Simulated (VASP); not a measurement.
# Zn (Fm-3m) in VASP: further runs

Runs on Zn. Level: PBE. Tasks: single point, relaxation of cell and atoms.

Everything below comes from runs of VASP 6.6.1. Logs are shortened: lines on timing, memory, paths and dates and some standing lists are left out, and cuts for length are marked.

## Step 1: The cell of the first run

Symmetry: Fm-3m, No. 225, cubic system. The conventional cell has a = 3.791 Å, b = 3.791 Å, c = 3.791 Å, α = 90.00°, β = 90.00°, γ = 90.00°. Zn (site symmetry m-3m) has 12 Zn at 2.68 Å within 3.5 Å.

This isn't the form of Zn at room conditions, which is hcp.

## Step 2: Single point, PBE

File INCAR:

```
SYSTEM = Zn
  ALGO = Normal
  EDIFF = 1E-6
  ENCUT = 500
  GGA = PE
  GGA_COMPAT = .FALSE.
  ISIF = 2
  ISMEAR = -1
  LASPH = .TRUE.
  LCHARG = .FALSE.
  LREAL = .FALSE.
  LWAVE = .FALSE.
  NBANDS = 12
  NELM = 120
  PREC = Accurate
  SIGMA = 0.1
```

File KPOINTS:

```
k-points
0
G
  9 9 9
  0 0 0
```

File POSCAR:

```
Zn
1.0
    0.0000000000      1.8956236630      1.8956236630
    1.8956236630      0.0000000000      1.8956236630
    1.8956236630      1.8956236630      0.0000000000
Zn
1
Direct
    0.0000000000      0.0000000000      0.0000000000
```

Potentials or basis: VASP PAW PBE potentials, release 64 (Zn).

On the command line:

```
> cat potpaw_PBE.64/Zn/POTCAR > POTCAR
> mpirun -np 1 vasp_std > vasp.out
```

OUTCAR:

```text
SYSTEM = Zn
   EDIFF = 1E-6
   ENCUT = 500
   GGA = PE
   ISIF = 2
   ISMEAR = -1
   LASPH = .TRUE.
   LREAL = .FALSE.
   NELM = 120
   PREC = Accurate

 ion  position               nearest neighbor table
   1  0.000  0.000  0.000-

  LATTYP: Found a face centered cubic cell.
 ALAT       =     3.7912473260

  Lattice vectors:

 A1 = (   0.0000000000,   1.8956236630,   1.8956236630)
 A2 = (   1.8956236630,   0.0000000000,   1.8956236630)
 A3 = (   1.8956236630,   1.8956236630,   0.0000000000)

Analysis of symmetry for initial positions (statically):
=====================================================================
 Subroutine PRICEL returns:
 Original cell was already a primitive cell.

 Routine SETGRP: Setting up the symmetry group for a
 face centered cubic supercell.

 Subroutine GETGRP returns: Found 48 space group operations
 (whereof 48 operations were pure point group operations)
 out of a pool of 48 trial point group operations.

The static configuration has the point symmetry O_h .

Analysis of symmetry for dynamics (positions and initial velocities):
=====================================================================
 Subroutine PRICEL returns:
 Original cell was already a primitive cell.

 Routine SETGRP: Setting up the symmetry group for a
 face centered cubic supercell.

 Subroutine GETGRP returns: Found 48 space group operations
 (whereof 48 operations were pure point group operations)
 out of a pool of 48 trial point group operations.

The dynamic configuration has the point symmetry O_h .

 Subroutine INISYM returns: Found 48 space group operations
 (whereof 48 operations are pure point group operations),
 and found     1 'primitive' translations

----------------------------------------------------------------------------------------

                                     Primitive cell

  volume of cell :      13.6234

  direct lattice vectors                    reciprocal lattice vectors
     0.000000000  1.895623663  1.895623663    -0.263765435  0.263765435  0.263765435
     1.895623663  0.000000000  1.895623663     0.263765435 -0.263765435  0.263765435
     1.895623663  1.895623663  0.000000000     0.263765435  0.263765435 -0.263765435

  length of vectors
     2.680816693  2.680816693  2.680816693     0.456855135  0.456855135  0.456855135

  position of ions in fractional coordinates (direct lattice)
     0.000000000  0.000000000  0.000000000

  ion indices of the primitive-cell ions
   primitive index   ion index
                 1           1

----------------------------------------------------------------------------------------

 KPOINTS: k-points

Automatic generation of k-mesh.
 Grid dimensions read from file:
 generate k-points for:    9    9    9

 Generating k-lattice:

  Cartesian coordinates                     Fractional coordinates (reciprocal lattice)
    -0.029307271  0.029307271  0.029307271     0.111111111  0.000000000  0.000000000
     0.029307271 -0.029307271  0.029307271     0.000000000  0.111111111  0.000000000
     0.029307271  0.029307271 -0.029307271     0.000000000  0.000000000  0.111111111

  Length of vectors
     0.050761682  0.050761682  0.050761682

  Shift w.r.t. Gamma in fractional coordinates (k-lattice)
     0.000000000  0.000000000  0.000000000

 Subroutine IBZKPT returns following result:
 ===========================================

 Found     35 irreducible k-points:

 Following reciprocal coordinates:
            Coordinates               Weight
  0.000000  0.000000  0.000000      1.000000
  0.111111  0.000000  0.000000      8.000000
  0.222222  0.000000  0.000000      8.000000
  0.333333  0.000000  0.000000      8.000000
  0.444444  0.000000  0.000000      8.000000
  0.111111  0.111111  0.000000      6.000000
[... 16 lines left out ...]
 -0.333333  0.333333  0.000000     12.000000
  0.444444  0.444444  0.000000      6.000000
 [... further k-points ...]
   k-points           NKPTS =     35   k-points in BZ     NKDIM =     35   number of bands    NBANDS=     12
   number of dos      NEDOS =    301   number of ions     NIONS =      1
   total plane-waves  NPLWV =   8000
   dimension x,y,z NGX =    20 NGY =   20 NGZ =   20
   dimension x,y,z NGXF=    40 NGYF=   40 NGZF=   40
   ions per type =               1
   NGX,Y,Z   is equivalent  to a cutoff of  12.40, 12.40, 12.40 a.u.
   NGXF,Y,Z  is equivalent  to a cutoff of  24.81, 24.81, 24.81 a.u.
 SYSTEM =  Zn
   PREC   = accura    normal or accurate (medium, high low for compatibility)
   ISTART =      0    job   : 0-new  1-cont  2-samecut
   ICHARG =      2    charge: 1-file 2-atom 10-const
   ISPIN  =      1    spin polarized calculation?
   LNONCOLLINEAR =      F non collinear calculations
   LSORBIT =      F    spin-orbit coupling
   LASPH  =      T    aspherical Exc in radial PAW
   ENCUT  =  500.0 eV  36.75 Ry    6.06 a.u.   4.89  4.89  4.89*2*pi/ulx,y,z
   NELM   =    120;   NELMIN=  2; NELMDL= -5     # of ELM steps
   EDIFF  = 0.1E-05   stopping-criterion for ELM
   LREAL  =      F    real-space projection
   EDIFFG = 0.1E-04   stopping-criterion for IOM
   NSW    =      0    number of steps for IOM
   IBRION =     -1    ionic relax: 0-MD 1-quasi-New 2-CG
   NFREE  =      0    steps in history (QN), initial steepest desc. (CG)
   ISIF   =      2    stress and relaxation
   ISYM   =      2    0-nonsym 1-usesym 2-fastsym
   POTIM  = 0.5000    time-step for ionic-motion
   TEBEG  =    0.0;   TEEND  =   0.0 temperature during run
   PSTRESS=    0.0 pullay stress
   NELECT =      12.0000    total number of electrons
   NUPDOWN=      -1.0000    fix difference up-down
   EMIN   =  10.00;   EMAX   =-10.00  energy-range for DOS
   EFERMI =   0.00;   METHOD = LEGACY
   ISMEAR =    -1;   SIGMA  =   0.10  broadening in eV -4-tet -1-fermi 0-gaus
   EFERMI_NEDOS =   21; number of points for ismear=-14 and -15
   IALGO  =     38    algorithm
   IMIX   =      4    mixing-type and parameters
     AMIX     =   0.40;   BMIX     =  1.00
     AMIX_MAG =   1.60;   BMIX_MAG =  1.00
  volume/ion in A,a.u.               =      13.62        91.94
  Fermi-wavevector in a.u.,A,eV,Ry     =   1.569302  2.965550 33.507176  2.462708
  Thomas-Fermi vector in A             =   2.671204
   LORBIT       =      0    0 simple, 1 ext, 2 COOP (PROOUT), +10 PAW based schemes
   GGA     = PE    functional components
   LHFCALC =     F    Hartree Fock is set to
   AEXX    =    0.0000 exact exchange contribution
   IVDW    =     0    specifies the selected vdW correction
   LEPSILON=     F    determine dielectric tensor
   LRPA    =     F    only Hartree local field effects (RPA)
 non-spin polarized calculation
  energy-cutoff  :      500.00
  volume of cell :       13.62
 maximum number of plane-waves:       353
   NGX =  9   NGY =  9   NGZ =  9

 number of electron      12.0000016 magnetization

 Free energy of the ion-electron system (eV)
  ---------------------------------------------------
  ext. energy  EPLUGINS =         0.00000000
  ---------------------------------------------------
  free energy    TOTEN  =        -1.03108548 eV

  energy without entropy =       -1.02120323  energy(sigma->0) =       -1.02614435

 E-fermi :   3.9174     XC(G=0): -12.1523

 val. band max:        3.8641621935   @ k =  -0.4444   0.2222   0.0000
 cond. band min:       4.0770014346   @ k =  -0.3333   0.4444   0.2222
 fundamental gap:      0.2128392412
 Fermi energy:         3.9174445397

 k-point     1 :       0.0000    0.0000    0.0000
  band No.  band energies     occupation
      1      -7.3595      2.00000
      2      -4.0385      2.00000
      3      -4.0385      2.00000
      4      -4.0385      2.00000
      5      -3.5733      2.00000
      6      -3.5733      2.00000
      7      23.6041      0.00000
      8      23.7055      0.00000
      9      23.7055      0.00000
     10      23.7055      0.00000
     11      26.3438      0.00000
     12      26.3438      0.00000

 k-point     2 :       0.1111    0.0000    0.0000
  band No.  band energies     occupation
      1      -6.9613      2.00000
      2      -4.0732      2.00000
      3      -3.9918      2.00000
      4      -3.9918      2.00000
      5      -3.5847      2.00000
      6      -3.5847      2.00000
      7      18.7306      0.00000
      8      22.6516      0.00000
      9      22.6516      0.00000
     10      23.5078      0.00000
     11      28.0894      0.00000
     12      28.0894      0.00000

 k-point     3 :       0.2222    0.0000    0.0000
  band No.  band energies     occupation
      1      -5.8827      2.00000
      2      -4.0372      2.00000
      3      -3.9387      2.00000
      4      -3.9387      2.00000
      5      -3.5442      2.00000
      6      -3.5442      2.00000
      7      13.0988      0.00000
      8      21.4449      0.00000
      9      21.4449      0.00000
     10      23.1095      0.00000
     11      27.9495      0.00000
     12      27.9495      0.00000
[... 286 lines left out ...]
 k-point    23 :      -0.3333    0.3333    0.0000
  band No.  band energies     occupation
      1      -4.5193      2.00000
      2      -4.2466      2.00000
      3      -3.9340      2.00000
      4      -3.5803      2.00000
      5      -3.3424      2.00000
      6       3.1444      1.99912
      7       5.9115      0.00000
      8       7.7023      0.00000
      9      15.8110      0.00000
     10      19.0151      0.00000
     11      31.3954      0.00000
     12      33.6958      0.00000

 k-point    24 :       0.4444    0.4444    0.0000
  band No.  band energies     occupation
      1      -4.8868      2.00000
      2      -4.7708      2.00000
      3      -3.2568      2.00000
      4      -3.1775      2.00000
      5      -3.1775      2.00000
      6       1.4844      2.00000
      7       7.4159      0.00000
      8      13.0575      0.00000
      9      13.0575      0.00000
     10      16.7867      0.00000
     11      18.4296      0.00000
     12      41.8132      0.00000

 [... further k-points ...]

------------------------ aborting loop because EDIFF is reached ----------------------------------------

  FORCE on cell =-STRESS in cart. coord.  units (eV):
  Direction    XX          YY          ZZ          XY          YZ          ZX
  --------------------------------------------------------------------------------------
  -------------------------------------------------------------------------------------
  Total        0.8887868      0.8887868      0.8887868      0.0000000      0.0000000     -0.0000000
  in kB      104.5254008    104.5254008    104.5254008      0.0000000      0.0000000     -0.0000000
  external PRESSURE =     104.5254008 kB  Pullay stress =       0.0000000 kB

 VOLUME and BASIS-vectors are now :
 -----------------------------------------------------------------------------
  energy-cutoff  :      500.00
  volume of cell :       13.62
      direct lattice vectors                 reciprocal lattice vectors
     0.000000000  1.895623663  1.895623663    -0.263765435  0.263765435  0.263765435
     1.895623663  0.000000000  1.895623663     0.263765435 -0.263765435  0.263765435
     1.895623663  1.895623663  0.000000000     0.263765435  0.263765435 -0.263765435

 POSITION                                       TOTAL-FORCE (eV/Angst)
 -----------------------------------------------------------------------------------
      0.00000      0.00000      0.00000         0.000000     -0.000000      0.000000
 -----------------------------------------------------------------------------------
    total drift:                                0.000000      0.000000      0.000000

  FREE ENERGIE OF THE ION-ELECTRON SYSTEM (eV)
  ---------------------------------------------------
  free  energy   TOTEN  =        -1.0310854786 eV

  energy  without entropy=       -1.0212032304  energy(sigma->0) =       -1.02614435
```

It took 5.6 s on 1 thread of Intel Xeon Platinum 8488C (Sapphire Rapids), shared host; peak memory 0.12 GiB.

Results:

| Quantity | Value |
| --- | --- |
| Free energy | -1.0311 eV |
| Pressure | 10.5 GPa |
| Band gap on the k mesh | zero (bands 6 and 7 overlap by 1.45 eV) |

Caveat: the cell stands under pressure.

(Continued in part 2 of 4.)
